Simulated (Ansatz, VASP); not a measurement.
One calculation of InPd, two programs

INCAR

```
SYSTEM = InPd
PREC = Accurate
ENCUT = 520
EDIFF = 1E-7
ISMEAR = 0
SIGMA = 0.15
LREAL = .FALSE.
LASPH = .TRUE.
NELM = 80
ALGO = Fast
ISIF = 2
LWAVE = .FALSE.
LCHARG = .TRUE.
GGA = PS
LELF = .TRUE.
LVHAR = .TRUE.
NBANDS = 18
```

KPOINTS

```
Automatic mesh
0
G
  14 14 14
  0 0 0
```

The input POSCAR:

```
InPd
1.0
    3.3602606235      0.0000000000      0.0000000000
    0.0000000000      3.3602606235      0.0000000000
    0.0000000000      0.0000000000      3.0193646182
In Pd
1 1
Direct
   -0.0099348178      0.0000000000      0.0000000000
    0.5107188114      0.5000000000      0.5000000000
```

Input for Ansatz:

```yaml
crystal:
  lattice:
    - [3.3602606235, 0.0, 0.0]
    - [0.0, 3.3602606235, 0.0]
    - [0.0, 0.0, 3.0193646182]
  atoms:
    - { symbol: In, position: [-0.0099348178, 0.0, 0.0] }
    - { symbol: Pd, position: [0.5107188114, 0.5, 0.5] }
basis:
  ecutwfc: 420
kpoints:
  mp_grid: { grid: [14, 14, 14] }
hamiltonian:
  xc: pbesol
scf:
  occupations: { method: gaussian, width: 0.15 }
output:
  forces: true
  stress: true
  eigenvalues: true
```

Change from the starting cell: mode 4 frozen in at -0.035 Å, strain +e along z and -e/2 along x and y -0.0700.

Alike in both runs: task single point; functional PBEsol; k mesh 14 × 14 × 14; occupations gaussian, width 0.15 eV; no spin polarisation.

```csv
,VASP,Ansatz
version,VASP 6.6.1,Ansatz 0.2.0
potentials or method,"VASP PAW PBE potentials, release 64 (In_d, Pd), cutoff 520 eV","scalar-relativistic, plane waves, PAW"
valence electrons in the cell,23,31
```

```tsv
	VASP	Ansatz	Ansatz less VASP
gap on the k mesh at the Fermi level (eV)	none	none	-
pressure (GPa)	1.3	1.2	-0.07
traceless stress, the component that is largest in VASP (GPa)	3.16	3.17	+0.007
rms of the force components (eV/Å)	0.186	0.183	-0.0024
```

VASP's potentials were made for PBE, not for PBEsol. Atom by atom the forces differ by 0.002 eV/Å (rms over components). A gap of «none» marks a metal or a gap that the smearing closes. VASP's potentials hold 23 valence electrons a cell and Ansatz's 31, so a difference there can come from the potentials and not from the codes.
